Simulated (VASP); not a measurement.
# Ag (P6/mmm) in VASP: further runs

Runs on Ag. Level: r2SCAN. Tasks: single point.

Program: VASP 6.6.1. These are calculated values, not measurements. Logs are shortened: lines on timing, memory, paths and dates and some standing lists are left out, and cuts for length are marked.

### 1 The cell of the first run

Symmetry: P6/mmm, No. 191, hexagonal system. The conventional cell has a = 4.676 Å, b = 4.676 Å, c = 2.798 Å, α = 90.00°, β = 90.00°, γ = 120.00°. Ag (site symmetry 6/mmm) has 14 Ag at 2.80 to 3.04 Å within 3.7 Å. Within 3.6 Å of Ag (site symmetry -6m2) lie 11 Ag at 2.70 to 3.04 Å.

### 2 Single point, r2SCAN

POSCAR reads:

```
Ag
1.0
    4.6759999803      0.0000000000      0.0000000000
   -2.3379999902      4.0495347711      0.0000000000
    0.0000000000      0.0000000000      2.7979745334
Ag
3
Direct
    0.0000000000      1.0000000000      0.0000000000
    0.3333333333      0.6666666667      0.5000000000
    0.6666666667      0.3333333333      0.5000000000
```

INCAR.step1 reads:

```
PREC     = Accurate       # precision mode
ENCUT    = 520            # plane-wave cutoff, eV
ISMEAR   = -1             # smearing method
SIGMA    = 0.1            # smearing width, eV
LREAL    = False          # projectors in reciprocal space
LASPH    = True           # aspherical terms in the spheres
NELM     = 80             # most SCF steps
NBANDS   = 24             # bands
GGA      = PE             # functional
ALGO     = Normal         # electronic algorithm
EDIFF    = 1E-4           # SCF threshold, eV
LWAVE    = True           # write WAVECAR
LCHARG   = False          # write CHGCAR
```

INCAR.step2 reads:

```
PREC     = Accurate       # precision mode
ENCUT    = 520            # plane-wave cutoff, eV
EDIFF    = 1E-6           # SCF threshold, eV
ISMEAR   = -1             # smearing method
SIGMA    = 0.1            # smearing width, eV
LREAL    = False          # projectors in reciprocal space
LASPH    = True           # aspherical terms in the spheres
NELM     = 80             # most SCF steps
ALGO     = Normal         # electronic algorithm
ISIF     = 2              # what is computed and relaxed
LWAVE    = False          # write WAVECAR
LCHARG   = False          # write CHGCAR
METAGGA  = R2SCAN         # meta-GGA
LMIXTAU  = True         
NBANDS   = 24             # bands
ISTART   = 1
```

KPOINTS reads:

```
Automatic mesh
0
Gamma
  8 8 11
```

Potentials or basis: VASP PAW PBE potentials, release 64 (Ag).

Command:

```bash
$ cat potpaw_PBE.64/Ag/POTCAR > POTCAR
$ cp INCAR.step1 INCAR
$ mpirun -np 1 vasp_std > vasp.out
$ cp INCAR.step2 INCAR
$ mpirun -np 1 vasp_std > vasp.out
```

OUTCAR:

```text
PREC = Accurate
   ENCUT = 520
   EDIFF = 1E-6
   ISMEAR = -1
   LREAL = False
   LASPH = True
   NELM = 80
   ISIF = 2
   METAGGA = R2SCAN
   ISTART = 1

 ion  position               nearest neighbor table
   1  0.000  0.000  0.000-   2 3.04   3 3.04   2 3.04   3 3.04   3 3.04   3 3.04   2 3.04   2 3.04
                             3 3.04   3 3.04   2 3.04   2 3.04
   2  0.333  0.667  0.500-   3 2.70   3 2.70   3 2.70   1 3.04   1 3.04   1 3.04   1 3.04   1 3.04
                             1 3.04
   3  0.667  0.333  0.500-   2 2.70   2 2.70   2 2.70   1 3.04   1 3.04   1 3.04   1 3.04   1 3.04
                             1 3.04

  LATTYP: Found a hexagonal cell.
 ALAT       =     4.6759999803
 C/A-ratio  =     0.5983692355

  Lattice vectors:

 A1 = (   4.6759999803,   0.0000000000,   0.0000000000)
 A2 = (  -2.3379999902,   4.0495347711,   0.0000000000)
 A3 = (   0.0000000000,   0.0000000000,   2.7979745334)

Analysis of symmetry for initial positions (statically):
=====================================================================
 Subroutine PRICEL returns:
 Original cell was already a primitive cell.

 Routine SETGRP: Setting up the symmetry group for a
 hexagonal supercell.

 Subroutine GETGRP returns: Found 24 space group operations
 (whereof 24 operations were pure point group operations)
 out of a pool of 24 trial point group operations.

The static configuration has the point symmetry D_6h.

Analysis of symmetry for dynamics (positions and initial velocities):
=====================================================================
 Subroutine PRICEL returns:
 Original cell was already a primitive cell.

 Routine SETGRP: Setting up the symmetry group for a
 hexagonal supercell.

 Subroutine GETGRP returns: Found 24 space group operations
 (whereof 24 operations were pure point group operations)
 out of a pool of 24 trial point group operations.

The dynamic configuration has the point symmetry D_6h.

 Subroutine INISYM returns: Found 24 space group operations
 (whereof 24 operations are pure point group operations),
 and found     1 'primitive' translations

----------------------------------------------------------------------------------------

                                     Primitive cell

  volume of cell :      52.9814

  direct lattice vectors                    reciprocal lattice vectors
     4.675999980  0.000000000  0.000000000     0.213857999  0.123470973  0.000000000
    -2.337999990  4.049534771  0.000000000     0.000000000  0.246941947  0.000000000
     0.000000000  0.000000000  2.797974533     0.000000000  0.000000000  0.357401394

  length of vectors
     4.675999980  4.675999980  2.797974533     0.246941947  0.246941947  0.357401394

  position of ions in fractional coordinates (direct lattice)
     0.000000000  0.000000000  0.000000000
     0.333333333  0.666666667  0.500000000
     0.666666667  0.333333333  0.500000000

  ion indices of the primitive-cell ions
   primitive index   ion index
                 1           1
                 2           2
                 3           3

----------------------------------------------------------------------------------------

 KPOINTS: Automatic mesh

Automatic generation of k-mesh.
 Grid dimensions read from file:
 generate k-points for:    8    8   11

 Generating k-lattice:

  Cartesian coordinates                     Fractional coordinates (reciprocal lattice)
     0.026732250  0.015433872  0.000000000     0.125000000 -0.000000000  0.000000000
     0.000000000  0.030867743  0.000000000     0.000000000  0.125000000  0.000000000
     0.000000000  0.000000000  0.032491036     0.000000000  0.000000000  0.090909091

  Length of vectors
     0.030867743  0.030867743  0.032491036

  Shift w.r.t. Gamma in fractional coordinates (k-lattice)
     0.000000000  0.000000000  0.000000000

 Subroutine IBZKPT returns following result:
 ===========================================

 Found     60 irreducible k-points:

 Following reciprocal coordinates:
            Coordinates               Weight
  0.000000  0.000000  0.000000      1.000000
  0.125000  0.000000  0.000000      6.000000
  0.250000  0.000000  0.000000      6.000000
  0.375000  0.000000  0.000000      6.000000
  0.500000  0.000000  0.000000      3.000000
  0.125000  0.125000  0.000000      6.000000
[... 16 lines left out ...]
  0.250000  0.000000  0.181818     12.000000
  0.375000  0.000000  0.181818     12.000000
 [... further k-points ...]
   k-points           NKPTS =     60   k-points in BZ     NKDIM =     60   number of bands    NBANDS=     24
   number of dos      NEDOS =    301   number of ions     NIONS =      3
   total plane-waves  NPLWV =  31104
   dimension x,y,z NGX =    36 NGY =   36 NGZ =   24
   dimension x,y,z NGXF=    72 NGYF=   72 NGZF=   48
   ions per type =               3
   NGX,Y,Z   is equivalent  to a cutoff of  12.80, 12.80, 14.26 a.u.
   NGXF,Y,Z  is equivalent  to a cutoff of  25.60, 25.60, 28.52 a.u.
 SYSTEM =  unknown system
   PREC   = accura    normal or accurate (medium, high low for compatibility)
   ISTART =      1    job   : 0-new  1-cont  2-samecut
   ICHARG =      0    charge: 1-file 2-atom 10-const
   ISPIN  =      1    spin polarized calculation?
   LNONCOLLINEAR =      F non collinear calculations
   LSORBIT =      F    spin-orbit coupling
   LASPH  =      T    aspherical Exc in radial PAW
   ENCUT  =  520.0 eV  38.22 Ry    6.18 a.u.   8.69  8.69  5.20*2*pi/ulx,y,z
   NELM   =     80;   NELMIN=  2; NELMDL=  0     # of ELM steps
   EDIFF  = 0.1E-05   stopping-criterion for ELM
   LREAL  =      F    real-space projection
   EDIFFG = 0.1E-04   stopping-criterion for IOM
   NSW    =      0    number of steps for IOM
   IBRION =     -1    ionic relax: 0-MD 1-quasi-New 2-CG
   NFREE  =      0    steps in history (QN), initial steepest desc. (CG)
   ISIF   =      2    stress and relaxation
   ISYM   =      2    0-nonsym 1-usesym 2-fastsym
   POTIM  = 0.5000    time-step for ionic-motion
   TEBEG  =    0.0;   TEEND  =   0.0 temperature during run
   PSTRESS=    0.0 pullay stress
   NELECT =      33.0000    total number of electrons
   NUPDOWN=      -1.0000    fix difference up-down
   EMIN   =  10.00;   EMAX   =-10.00  energy-range for DOS
   EFERMI =   0.00;   METHOD = LEGACY
   ISMEAR =    -1;   SIGMA  =   0.10  broadening in eV -4-tet -1-fermi 0-gaus
   EFERMI_NEDOS =   21; number of points for ismear=-14 and -15
   IALGO  =     38    algorithm
   IMIX   =      4    mixing-type and parameters
     AMIX     =   0.40;   BMIX     =  1.00
     AMIX_MAG =   1.60;   BMIX_MAG =  1.00
  volume/ion in A,a.u.               =      17.66       119.18
  Fermi-wavevector in a.u.,A,eV,Ry     =   1.398100  2.642027 26.595099  1.954685
  Thomas-Fermi vector in A             =   2.521292
   LORBIT       =      0    0 simple, 1 ext, 2 COOP (PROOUT), +10 PAW based schemes
   METAGGA = R2SCAN    functional components
   LHFCALC =     F    Hartree Fock is set to
   AEXX    =    0.0000 exact exchange contribution
   IVDW    =     0    specifies the selected vdW correction
   LEPSILON=     F    determine dielectric tensor
   LRPA    =     F    only Hartree local field effects (RPA)
 non-spin polarized calculation
  energy-cutoff  :      520.00
  volume of cell :       52.98
 maximum number of plane-waves:      1450
 NGX is ok and might be reduce to    36
   NGX = 17   NGY = 17   NGZ = 11

 number of electron      33.0000000 magnetization

 Free energy of the ion-electron system (eV)
  ---------------------------------------------------
  ext. energy  EPLUGINS =         0.00000000
  ---------------------------------------------------
  free energy    TOTEN  =       -63.88636237 eV

  energy without entropy =      -63.85791984  energy(sigma->0) =      -63.87214111

 E-fermi :   8.0338     XC(G=0): -12.7134

 val. band max:        7.9647153586   @ k =   0.5000   0.0000   0.0000
 cond. band min:       8.0525416037   @ k =   0.3750   0.2500   0.3636
 fundamental gap:      0.0878262451
 Fermi energy:         8.0337999832

 k-point     1 :       0.0000    0.0000    0.0000
  band No.  band energies     occupation
      1       0.2646      2.00000
      2       1.4204      2.00000
      3       2.4913      2.00000
      4       2.6540      2.00000
      5       2.7561      2.00000
      6       2.7561      2.00000
[... 16 lines left out ...]
     23      20.5649      0.00000
     24      26.1747      0.00000

 k-point     2 :       0.1250    0.0000    0.0000
  band No.  band energies     occupation
      1       0.4352      2.00000
      2       1.4649      2.00000
      3       2.3253      2.00000
      4       2.4448      2.00000
      5       2.5006      2.00000
      6       2.6496      2.00000
[... 16 lines left out ...]
     23      20.8462      0.00000
     24      25.6925      0.00000

 k-point     3 :       0.2500    0.0000    0.0000
  band No.  band energies     occupation
      1       0.9109      2.00000
      2       1.5735      2.00000
      3       1.9026      2.00000
      4       2.3197      2.00000
      5       2.3316      2.00000
      6       2.5736      2.00000
[... 16 lines left out ...]
     23      21.6551      0.00000
     24      24.2764      0.00000

 k-point     4 :       0.3750    0.0000    0.0000
  band No.  band energies     occupation
      1       1.4201      2.00000
      2       1.6124      2.00000
      3       1.8544      2.00000
      4       2.1935      2.00000
      5       2.2748      2.00000
      6       2.4837      2.00000
[... 16 lines left out ...]
     23      22.4651      0.00000
     24      22.8223      0.00000

 k-point     5 :       0.5000    0.0000    0.0000
  band No.  band energies     occupation
      1       1.3620      2.00000
      2       1.9307      2.00000
      3       1.9359      2.00000
      4       2.1267      2.00000
      5       2.2701      2.00000
      6       2.4708      2.00000
[... 16 lines left out ...]
     23      20.5073      0.00000
     24      21.8533      0.00000

 k-point     6 :       0.1250    0.1250    0.0000
  band No.  band energies     occupation
      1       0.7572      2.00000
      2       1.5442      2.00000
      3       2.0848      2.00000
      4       2.1747      2.00000
      5       2.3929      2.00000
      6       2.6374      2.00000
[... 16 lines left out ...]
     23      21.3904      0.00000
     24      24.4596      0.00000
[... 379 lines left out ...]
 k-point    21 :       0.0000    0.0000    0.1818
  band No.  band energies     occupation
      1       0.9354      2.00000
      2       1.9713      2.00000
      3       2.3986      2.00000
      4       2.3986      2.00000
      5       2.5456      2.00000
      6       2.5456      2.00000
[... 16 lines left out ...]
     23      16.5140      0.00000
     24      25.4734      0.00000

 k-point    22 :       0.1250    0.0000    0.1818
  band No.  band energies     occupation
      1       1.0788      2.00000
      2       2.0126      2.00000
      3       2.2230      2.00000
      4       2.2930      2.00000
      5       2.6093      2.00000
      6       2.6908      2.00000
[... 16 lines left out ...]
     23      16.7857      0.00000
     24      24.0829      0.00000

 k-point    23 :       0.2500    0.0000    0.1818
  band No.  band energies     occupation
      1       1.4644      2.00000
      2       1.9632      2.00000
      3       2.1252      2.00000
      4       2.2231      2.00000
      5       2.6423      2.00000
      6       2.7844      2.00000
[... 16 lines left out ...]
     23      18.8209      0.00000
     24      22.4657      0.00000

 k-point    24 :       0.3750    0.0000    0.1818
  band No.  band energies     occupation
      1       1.7503      2.00000
      2       1.9500      2.00000
      3       2.2188      2.00000
      4       2.2570      2.00000
      5       2.6770      2.00000
      6       2.8176      2.00000
[... 16 lines left out ...]
     23      20.5878      0.00000
     24      21.7781      0.00000

 [... further k-points ...]
[... 5 lines left out ...]
  --------------------------------------------------------------------------------------
  -------------------------------------------------------------------------------------
  Total        0.0484076      0.0484076      0.0608719     -0.0000000     -0.0000000     -0.0000000
  in kB        1.4638635      1.4638635      1.8407883     -0.0000000     -0.0000000     -0.0000000
  external PRESSURE =       1.5895051 kB  Pullay stress =       0.0000000 kB

 VOLUME and BASIS-vectors are now :
 -----------------------------------------------------------------------------
  energy-cutoff  :      520.00
  volume of cell :       52.98
      direct lattice vectors                 reciprocal lattice vectors
     4.675999980  0.000000000  0.000000000     0.213857999  0.123470973  0.000000000
    -2.337999990  4.049534771  0.000000000     0.000000000  0.246941947  0.000000000
     0.000000000  0.000000000  2.797974533     0.000000000  0.000000000  0.357401394

 POSITION                                       TOTAL-FORCE (eV/Angst)
 -----------------------------------------------------------------------------------
      0.00000      0.00000      0.00000        -0.000000      0.000000      0.000000
     -0.00000      2.69969      1.39899        -0.000000      0.000000     -0.000000
      2.33800      1.34984      1.39899         0.000000      0.000000      0.000000
 -----------------------------------------------------------------------------------
    total drift:                                0.000000      0.000000     -0.000000

  FREE ENERGIE OF THE ION-ELECTRON SYSTEM (eV)
  ---------------------------------------------------
  free  energy   TOTEN  =       -63.8863623725 eV

  energy  without entropy=      -63.8579198407  energy(sigma->0) =      -63.87214111
```

Wall time 1.8 min (1 thread of Intel Xeon 6975P-C (Granite Rapids), shared host); peak memory 0.21 GiB.

What came out:

```yaml
Free_energy: -63.8864 eV
Pressure: 0.2 GPa
```

Levels at points of the mesh, in eV from the Fermi level:
| k point | band 14 | band 15 | band 16 | band 17 | band 18 | band 19 |
| --- | --- | --- | --- | --- | --- | --- |
| (0.00, 0.00, 0.00) | -4.26 | -3.26 | -3.26 | 4.62 | 4.62 | 4.63 |
| (0.50, 0.00, 0.00) | -3.52 | -3.37 | -3.19 | -2.96 | -0.07 | 3.85 |

Caveat: the PAW data sets were made with another functional, which shifts forces and pressure a little.

(Part 1 of 3 ends here.)
